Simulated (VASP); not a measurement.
# SnSe2 (P-3m1) in VASP: a series of runs

The runs below take SnSe2 through single point, with PBE+D3(BJ), PBE+D4, PBEsol, r2SCAN.

Program: VASP 6.6.1. These are calculated values, not measurements. Logs are shortened: lines on timing, memory, paths and dates and some standing lists are left out, and cuts for length are marked.

### 1 The cell of the first run

It takes space group P-3m1 (No. 164, trigonal). The conventional cell has a = 3.843 Å, b = 3.843 Å, c = 6.005 Å, α = 90.00°, β = 90.00°, γ = 120.00°. Sn (site symmetry -3m) has 6 Se at 2.73 Å within 3.6 Å. Within 3.6 Å of Se (site symmetry 3m) lie 3 Sn at 2.73 Å and 3 Se at 3.59 Å.

### 2 Single point, PBE+D3(BJ)

The input, INCAR:

```
SYSTEM = SnSe2
ALGO = Normal ; EDIFF = 1E-7
ENCUT = 520 ; GGA = PE
ISIF = 2 ; ISMEAR = 0
IVDW = 12 ; LASPH = .TRUE.
LCHARG = .FALSE. ; LREAL = .FALSE.
LWAVE = .FALSE. ; NBANDS = 20
NELM = 100 ; PREC = Accurate
SIGMA = 0.01
```

The input, KPOINTS:

```
k-points
0
G
  6 6 4
  0 0 0
```

The input, POSCAR:

```
SnSe2
1.0
    3.8427986029      0.0000000000      0.0000000000
   -1.9213993014      3.3279612117      0.0000000000
    0.0000000000      0.0000000000      6.0051994101
Sn Se
1 2
Direct
    0.0000000000      0.0000000000      0.0000000000
    0.3333333333      0.6666666667      0.2649604459
    0.6666666667      0.3333333333      0.7350395541
```

Potentials or basis: VASP PAW PBE potentials, release 64 (Sn_d, Se).

On the command line:

```
> cat potpaw_PBE.64/Sn_d/POTCAR potpaw_PBE.64/Se/POTCAR > POTCAR
> mpirun -np 1 vasp_std > vasp.out
```

OUTCAR:

```text
SYSTEM = SnSe2
   EDIFF = 1E-7
   ENCUT = 520
   GGA = PE
   ISIF = 2
   ISMEAR = 0
   IVDW = 12
   LASPH = .TRUE.
   LREAL = .FALSE.
   NELM = 100
   PREC = Accurate
 IVDW          = 12

 ion  position               nearest neighbor table
   1  0.000  0.000  0.000-   2 2.73   3 2.73   2 2.73   3 2.73   3 2.73   2 2.73
   2  0.333  0.667  0.265-   1 2.73   1 2.73   1 2.73
   3  0.667  0.333  0.735-   1 2.73   1 2.73   1 2.73

  LATTYP: Found a hexagonal cell.
 ALAT       =     3.8427986029
 C/A-ratio  =     1.5627151018

  Lattice vectors:

 A1 = (   3.8427986029,   0.0000000000,   0.0000000000)
 A2 = (  -1.9213993014,   3.3279612117,   0.0000000000)
 A3 = (   0.0000000000,   0.0000000000,   6.0051994101)

Analysis of symmetry for initial positions (statically):
=====================================================================
 Subroutine PRICEL returns:
 Original cell was already a primitive cell.

 Routine SETGRP: Setting up the symmetry group for a
 hexagonal supercell.

 Subroutine GETGRP returns: Found 12 space group operations
 (whereof 12 operations were pure point group operations)
 out of a pool of 24 trial point group operations.

The static configuration has the point symmetry D_3d.

Analysis of symmetry for dynamics (positions and initial velocities):
=====================================================================
 Subroutine PRICEL returns:
 Original cell was already a primitive cell.

 Routine SETGRP: Setting up the symmetry group for a
 hexagonal supercell.

 Subroutine GETGRP returns: Found 12 space group operations
 (whereof 12 operations were pure point group operations)
 out of a pool of 24 trial point group operations.

The dynamic configuration has the point symmetry D_3d.

 Subroutine INISYM returns: Found 12 space group operations
 (whereof 12 operations are pure point group operations),
 and found     1 'primitive' translations

----------------------------------------------------------------------------------------

                                     Primitive cell

  volume of cell :      76.7986

  direct lattice vectors                    reciprocal lattice vectors
     3.842798603  0.000000000  0.000000000     0.260227012  0.150242136  0.000000000
    -1.921399301  3.327961212  0.000000000     0.000000000  0.300484271  0.000000000
     0.000000000  0.000000000  6.005199410     0.000000000  0.000000000  0.166522364

  length of vectors
     3.842798603  3.842798603  6.005199410     0.300484271  0.300484271  0.166522364

  position of ions in fractional coordinates (direct lattice)
     0.000000000  0.000000000  0.000000000
     0.333333333  0.666666667  0.264960446
     0.666666667  0.333333333  0.735039554

  ion indices of the primitive-cell ions
   primitive index   ion index
                 1           1
                 2           2
                 3           3

----------------------------------------------------------------------------------------

 KPOINTS: k-points

Automatic generation of k-mesh.
 Grid dimensions read from file:
 generate k-points for:    6    6    4

 Generating k-lattice:

  Cartesian coordinates                     Fractional coordinates (reciprocal lattice)
     0.043371169  0.025040356  0.000000000     0.166666667  0.000000000  0.000000000
     0.000000000  0.050080712  0.000000000     0.000000000  0.166666667  0.000000000
     0.000000000  0.000000000  0.041630591     0.000000000  0.000000000  0.250000000

  Length of vectors
     0.050080712  0.050080712  0.041630591

  Shift w.r.t. Gamma in fractional coordinates (k-lattice)
     0.000000000  0.000000000  0.000000000

 Subroutine IBZKPT returns following result:
 ===========================================

 Found     24 irreducible k-points:

 Following reciprocal coordinates:
            Coordinates               Weight
  0.000000  0.000000  0.000000      1.000000
  0.166667  0.000000  0.000000      6.000000
  0.333333  0.000000  0.000000      6.000000
  0.500000 -0.000000  0.000000      3.000000
  0.166667  0.166667  0.000000      6.000000
  0.333333  0.166667  0.000000     12.000000
[... 16 lines left out ...]
  0.333333  0.166667  0.500000     12.000000
  0.333333  0.333333  0.500000      2.000000
   k-points           NKPTS =     24   k-points in BZ     NKDIM =     24   number of bands    NBANDS=     20
   number of dos      NEDOS =    301   number of ions     NIONS =      3
   total plane-waves  NPLWV =  43200
   dimension x,y,z NGX =    30 NGY =   30 NGZ =   48
   dimension x,y,z NGXF=    60 NGYF=   60 NGZF=   96
   ions per type =               1   2
   NGX,Y,Z   is equivalent  to a cutoff of  12.98, 12.98, 13.29 a.u.
   NGXF,Y,Z  is equivalent  to a cutoff of  25.96, 25.96, 26.58 a.u.
 SYSTEM =  SnSe2
   PREC   = accura    normal or accurate (medium, high low for compatibility)
   ISTART =      0    job   : 0-new  1-cont  2-samecut
   ICHARG =      2    charge: 1-file 2-atom 10-const
[... 42 lines left out ...]
 NGX is ok and might be reduce to    30
   NGX = 15   NGY = 15   NGZ = 23

 number of electron      26.0000002 magnetization

 Free energy of the ion-electron system (eV)
  ---------------------------------------------------
  ext. energy  EPLUGINS =         0.00000000
  ---------------------------------------------------
  free energy    TOTEN  =       -11.79620945 eV

  energy without entropy =      -11.79620945  energy(sigma->0) =      -11.79620945

 E-fermi :   4.4070     XC(G=0):  -9.5564

 val. band max:        4.3449383356   @ k =   0.1667   0.0000   0.0000
 cond. band min:       4.9720748329   @ k =   0.5000  -0.0000   0.2500
 fundamental gap:      0.6271364972
 Fermi energy:         4.4069912937

 k-point     1 :       0.0000    0.0000    0.0000
  band No.  band energies     occupation
      1     -16.9859      2.00000
      2     -16.9859      2.00000
      3     -16.9536      2.00000
      4     -16.9417      2.00000
      5     -16.9417      2.00000
      6      -9.5166      2.00000
[... 12 lines left out ...]
     19      13.2874      0.00000
     20      13.2874      0.00000

 k-point     2 :       0.1667    0.0000    0.0000
  band No.  band energies     occupation
      1     -16.9964      2.00000
      2     -16.9775      2.00000
      3     -16.9494      2.00000
      4     -16.9447      2.00000
      5     -16.9404      2.00000
      6      -9.2566      2.00000
[... 12 lines left out ...]
     19      12.3497      0.00000
     20      13.4438      0.00000

 k-point     3 :       0.3333    0.0000    0.0000
  band No.  band energies     occupation
      1     -17.0206      2.00000
      2     -16.9676      2.00000
      3     -16.9586      2.00000
      4     -16.9305      2.00000
      5     -16.9296      2.00000
      6      -8.5673      2.00000
[... 12 lines left out ...]
     19      13.2313      0.00000
     20      14.4767      0.00000

 k-point     4 :       0.5000   -0.0000    0.0000
  band No.  band energies     occupation
      1     -17.0335      2.00000
      2     -16.9663      2.00000
      3     -16.9630      2.00000
      4     -16.9219      2.00000
      5     -16.9215      2.00000
      6      -7.9766      2.00000
[... 12 lines left out ...]
     19      14.4563      0.00000
     20      15.4403      0.00000

 k-point     5 :       0.1667    0.1667    0.0000
  band No.  band energies     occupation
      1     -17.0085      2.00000
      2     -16.9748      2.00000
      3     -16.9519      2.00000
      4     -16.9430      2.00000
      5     -16.9293      2.00000
      6      -8.7764      2.00000
[... 12 lines left out ...]
     19      11.1289      0.00000
     20      14.5552      0.00000
[... 353 lines left out ...]
      6      -7.8196      2.00000
[... 12 lines left out ...]
     19      13.6480      0.00000
     20      15.2796      0.00000

 k-point    22 :       0.1667    0.1667    0.5000
  band No.  band energies     occupation
      1     -17.0087      2.00000
      2     -16.9749      2.00000
      3     -16.9519      2.00000
      4     -16.9429      2.00000
      5     -16.9292      2.00000
      6      -8.5152      2.00000
[... 12 lines left out ...]
     19      12.2165      0.00000
     20      13.4599      0.00000

 k-point    23 :       0.3333    0.1667    0.5000
  band No.  band energies     occupation
      1     -17.0208      2.00000
      2     -16.9768      2.00000
      3     -16.9554      2.00000
      4     -16.9324      2.00000
      5     -16.9215      2.00000
      6      -7.8714      2.00000
[... 12 lines left out ...]
     19      12.5690      0.00000
     20      14.0648      0.00000

 k-point    24 :       0.3333    0.3333    0.5000
  band No.  band energies     occupation
      1     -17.0004      2.00000
      2     -17.0004      2.00000
      3     -16.9407      2.00000
      4     -16.9407      2.00000
      5     -16.9247      2.00000
      6      -7.5277      2.00000
[... 12 lines left out ...]
     19      13.4261      0.00000
     20      13.4264      0.00000

------------------------ aborting loop because EDIFF is reached ----------------------------------------

 Edisp (eV)   -1.09077

 E8    (eV) :    -0.4774

  FORCE on cell =-STRESS in cart. coord.  units (eV):
  Direction    XX          YY          ZZ          XY          YZ          ZX
  --------------------------------------------------------------------------------------
  -------------------------------------------------------------------------------------
  Total       0.03791     0.03791     0.03819     0.00000     0.00000     0.00000
  in kB       0.79079     0.79079     0.79679     0.00000     0.00000     0.00000
  external pressure =        0.79 kB  Pullay stress =        0.00 kB

 VOLUME and BASIS-vectors are now :
 -----------------------------------------------------------------------------
  energy-cutoff  :      520.00
  volume of cell :       76.80
      direct lattice vectors                 reciprocal lattice vectors
     3.842798603  0.000000000  0.000000000     0.260227012  0.150242136  0.000000000
    -1.921399301  3.327961212  0.000000000     0.000000000  0.300484271  0.000000000
     0.000000000  0.000000000  6.005199410     0.000000000  0.000000000  0.166522364

 POSITION                                       TOTAL-FORCE (eV/Angst)
 -----------------------------------------------------------------------------------
      0.00000      0.00000      0.00000         0.000000      0.000000      0.000000
     -0.00000      2.21864      1.59114         0.000000     -0.000000      0.016031
      1.92140      1.10932      4.41406        -0.000000      0.000000     -0.016031
 -----------------------------------------------------------------------------------
    total drift:                                0.000000      0.000000      0.000000

  FREE ENERGIE OF THE ION-ELECTRON SYSTEM (eV)
  ---------------------------------------------------
  free  energy   TOTEN  =       -12.8869774338 eV

  energy  without entropy=      -12.8869774338  energy(sigma->0) =      -12.88697743
```

It took 53 s on 1 thread of Intel Xeon Platinum 8259CL at 2.50GHz (Skylake/Cascade Lake), shared host; peak memory 0.21 GiB.

What came out:

```
Free energy                : -12.8870 eV
Pressure                   : 0.1 GPa
Largest force              : 0.016 eV/Å
Band gap on the k mesh     : 0.63 eV (least direct gap 0.80 eV)
Dispersion energy per atom : -0.364 eV
```

Forces on the atoms (eV/Å):
```
Sn   0.000  0.000  0.000
Se   0.000  0.000  0.016
Se   0.000  0.000 -0.016
```

Caveat: spin-orbit coupling is left out, which moves the levels of the heavy elements.

### 3 Single point, PBE+D4

The input, INCAR:

```
SYSTEM = SnSe2
PREC = Accurate
ENCUT = 520
EDIFF = 1E-6
ISMEAR = 0
SIGMA = 0.01
LREAL = .FALSE.
LASPH = .TRUE.
NELM = 80
ALGO = Normal
ISIF = 2
LWAVE = .FALSE.
LCHARG = .FALSE.
GGA = PE
IVDW = 13
NBANDS = 20
```

The input, KPOINTS:

```
Automatic mesh
0
G
  6 6 4
  0 0 0
```

The input, POSCAR:

```
SnSe2
1.0
    3.8410609824      0.0000000000      0.0000000000
   -1.9205304912      3.3264563883      0.0000000000
    0.0000000000      0.0000000000      5.9987438098
Sn Se
1 2
Direct
    0.0000000000      0.0000000000      0.0000000000
    0.3333333333      0.6666666667      0.2652212244
    0.6666666667      0.3333333333      0.7347787756
```

Potentials or basis: VASP PAW PBE potentials, release 64 (Sn_d, Se).

On the command line:

```
> cat potpaw_PBE.64/Sn_d/POTCAR potpaw_PBE.64/Se/POTCAR > POTCAR
> mpirun -np 1 vasp_std > vasp.out
```

It took 42 s on 1 thread of Intel Xeon Platinum 8259CL at 2.50GHz (Skylake/Cascade Lake), shared host; peak memory 0.21 GiB.

Results (log left out):

```yaml
Free_energy: -12.9929 eV
Pressure: 0.1 GPa
Largest_force: 0.019 eV/Å
Band_gap_on_the_k_mesh: 0.62 eV (least direct gap 0.80 eV)
Dispersion_energy_per_atom: -0.400 eV
```

Forces in eV/Å, atoms in the order of the input:
```
Sn   0.000  0.000  0.000
Se   0.000  0.000  0.019
Se   0.000  0.000 -0.019
```

Levels at points of the mesh, in eV from the valence-band top:
| k point | band 10 | band 11 | band 12 | band 13 | band 14 | band 15 | band 16 | band 17 |
| --- | --- | --- | --- | --- | --- | --- | --- | --- |
| (0.00, 0.00, 0.00) | -0.66 | -0.49 | -0.49 | -0.03 | 0.76 | 2.97 | 4.55 | 4.55 |
| (0.50, 0.00, 0.00) | -3.17 | -2.61 | -1.61 | -0.31 | 1.18 | 3.57 | 4.96 | 5.08 |
| (0.00, 0.00, 0.50) | -0.83 | -0.83 | -0.23 | -0.23 | 2.45 | 2.83 | 4.16 | 4.16 |
| (0.50, 0.00, 0.50) | -2.32 | -1.98 | -1.04 | -0.93 | 0.69 | 3.98 | 4.59 | 5.81 |

Caveat: spin-orbit coupling is left out, which moves the levels of the heavy elements.

### 4 Single point, PBEsol

This run uses another cell than the first one, of 25.90 Å³/atom.

The input, INCAR:

```
PREC = Accurate
ENCUT = 520
EDIFF = 1E-7
ISMEAR = 0
SIGMA = 0.01
LREAL = F
LASPH = T
NELM = 100
ALGO = Normal
ISIF = 2
LWAVE = F
LCHARG = F
GGA = PS
NBANDS = 20
```

The input, KPOINTS:

```
Automatic mesh
0
Gamma
  6 6 4
```

The input, POSCAR:

```
SnSe2
1.0
    3.8225109337      0.0000000000      0.0000000000
   -1.9112554669      3.3103915748      0.0000000000
    0.0000000000      0.0000000000      6.1397044968
Sn Se
1 2
Direct
    0.0000000000      0.0000000000      0.0000000000
    0.3333333333      0.6666666667      0.2578737692
    0.6666666667      0.3333333333      0.7421262308
```

On the command line:

```
> cat potpaw_PBE.64/Sn_d/POTCAR potpaw_PBE.64/Se/POTCAR > POTCAR
> mpirun -np 1 vasp_std > vasp.out
```

It took 42 s on 1 thread of Intel Xeon Platinum 8259CL at 2.50GHz (Skylake/Cascade Lake), shared host; peak memory 0.2 GiB.

The run converged. Its results:

```yaml
Free_energy: -12.9710 eV
Pressure: 0.1 GPa
Largest_force: 0.023 eV/Å
Band_gap_on_the_k_mesh: 0.71 eV (least direct gap 0.95 eV)
```

Forces in eV/Å, atoms in the order of the input:
```
Sn   0.000  0.000  0.000
Se   0.000  0.000  0.023
Se   0.000  0.000 -0.023
```

Levels at points of the mesh, in eV from the valence-band top:
| k point | band 11 | band 12 | band 13 | band 14 | band 15 | band 16 |
| --- | --- | --- | --- | --- | --- | --- |
| (0.00, 0.00, 0.00) | -0.28 | -0.28 | -0.03 | 0.92 | 3.01 | 4.64 |
| (0.50, 0.00, 0.00) | -2.47 | -1.37 | -0.21 | 1.19 | 3.65 | 5.21 |
| (0.00, 0.00, 0.50) | -0.65 | -0.09 | -0.09 | 2.50 | 2.90 | 4.33 |
| (0.50, 0.00, 0.50) | -1.96 | -0.86 | -0.69 | 0.72 | 4.04 | 4.65 |

Caveat: the PAW data sets were made with another functional, which shifts forces and pressure a little; spin-orbit coupling is left out, which moves the levels of the heavy elements; this functional lacks dispersion, which binds the layers, so the pressure and a relaxed spacing across them are unreliable. A k mesh can miss the band edges.

### 5 Single point, r2SCAN

This run uses another cell than the first one, of 27.80 Å³/atom.

The input, POSCAR:

```
SnSe2
1.0
    3.8432761029      0.0000000000      0.0000000000
   -1.9216380514      3.3283747388      0.0000000000
    0.0000000000      0.0000000000      6.5197940648
Sn Se
1 2
Direct
    0.0000000000      0.0000000000      0.0000000000
    0.3333333333      0.6666666667      0.2411421338
    0.6666666667      0.3333333333      0.7588578662
```

The input, INCAR.step1:

```
PREC     = Accurate       # precision mode
ENCUT    = 520            # plane-wave cutoff, eV
ISMEAR   = 0              # smearing method
SIGMA    = 0.01           # smearing width, eV
LREAL    = False          # projectors in reciprocal space
LASPH    = True           # aspherical terms in the spheres
NELM     = 80             # most SCF steps
NBANDS   = 20             # bands
GGA      = PE             # functional
ALGO     = Normal         # electronic algorithm
EDIFF    = 1E-4           # SCF threshold, eV
LWAVE    = True           # write WAVECAR
LCHARG   = False          # write CHGCAR
```

The input, INCAR.step2:

```
PREC     = Accurate       # precision mode
ENCUT    = 520            # plane-wave cutoff, eV
EDIFF    = 1E-6           # SCF threshold, eV
ISMEAR   = 0              # smearing method
SIGMA    = 0.01           # smearing width, eV
LREAL    = False          # projectors in reciprocal space
LASPH    = True           # aspherical terms in the spheres
NELM     = 80             # most SCF steps
ALGO     = Normal         # electronic algorithm
ISIF     = 2              # what is computed and relaxed
LWAVE    = False          # write WAVECAR
LCHARG   = False          # write CHGCAR
METAGGA  = R2SCAN         # meta-GGA
LMIXTAU  = True         
NBANDS   = 20             # bands
ISTART   = 1
```

The input, KPOINTS:

```
regular mesh
0
Gamma
  6 6 4
```

On the command line:

```
> cat potpaw_PBE.64/Sn_d/POTCAR potpaw_PBE.64/Se/POTCAR > POTCAR
> cp INCAR.step1 INCAR
> mpirun -np 1 vasp_std > vasp.out
> cp INCAR.step2 INCAR
> mpirun -np 1 vasp_std > vasp.out
```

It took 2.8 min on 1 thread of Intel Xeon Platinum 8259CL at 2.50GHz (Skylake/Cascade Lake), shared host; peak memory 0.22 GiB.

The run converged. Its results:

```
Free energy            : -54.6307 eV
Pressure               : 0.1 GPa
Largest force          : 0.013 eV/Å
Band gap on the k mesh : 1.05 eV (least direct gap 1.47 eV)
```

Forces in eV/Å, atoms in the order of the input:
```
Sn   0.000  0.000  0.000
Se   0.000  0.000  0.013
Se   0.000  0.000 -0.013
```

Levels at points of the mesh, in eV from the valence-band top:
| k point | band 10 | band 11 | band 12 | band 13 | band 14 | band 15 | band 16 | band 17 |
| --- | --- | --- | --- | --- | --- | --- | --- | --- |
| (0.00, 0.00, 0.00) | -0.52 | -0.24 | -0.18 | -0.18 | 1.51 | 3.62 | 5.07 | 5.07 |
| (0.50, 0.00, 0.00) | -2.63 | -2.40 | -0.93 | -0.25 | 1.34 | 4.38 | 6.00 | 6.09 |
| (0.00, 0.00, 0.50) | -0.58 | -0.58 | -0.10 | -0.10 | 2.65 | 3.56 | 4.91 | 4.91 |
| (0.50, 0.00, 0.50) | -2.30 | -1.99 | -0.67 | -0.48 | 1.05 | 4.76 | 5.33 | 6.34 |

Caveat: the PAW data sets were made with another functional, which shifts forces and pressure a little; spin-orbit coupling is left out, which moves the levels of the heavy elements.

### 6 Summary

```csv
level,cell,gap on the mesh (eV),pressure (GPa),largest force (eV/Å)
PBE+D3(BJ),"a = 3.843, b = 3.843, c = 6.005 Å, angles 90.0, 90.0, 120.0°, 3 atoms, atomic positions A",0.63,0.1,0.02
PBE+D4,"a = 3.841, b = 3.841, c = 5.999 Å, angles 90.0, 90.0, 120.0°, 3 atoms, atomic positions A",0.62,0.1,0.02
PBEsol,"a = 3.823, b = 3.823, c = 6.140 Å, angles 90.0, 90.0, 120.0°, 3 atoms, atomic positions B",0.71,0.1,0.02
r2SCAN,"a = 3.843, b = 3.843, c = 6.520 Å, angles 90.0, 90.0, 120.0°, 3 atoms, atomic positions C",1.05,0.1,0.01
```

Alike in all rows: task single point; potentials or basis VASP PAW PBE potentials, release 64 (Sn_d, Se); no spin polarisation; k mesh 6 × 6 × 4; cutoff (eV) 520; smearing gaussian 0.01 eV.

Caveats: spin-orbit coupling is left out, which moves the levels of the heavy elements; the PAW data sets were made with another functional, which shifts forces and pressure a little (at least some runs); this functional lacks dispersion, which binds the layers, so the pressure and a relaxed spacing across them are unreliable (at least some runs).

Absolute energies hang on the potentials; compare differences alone.
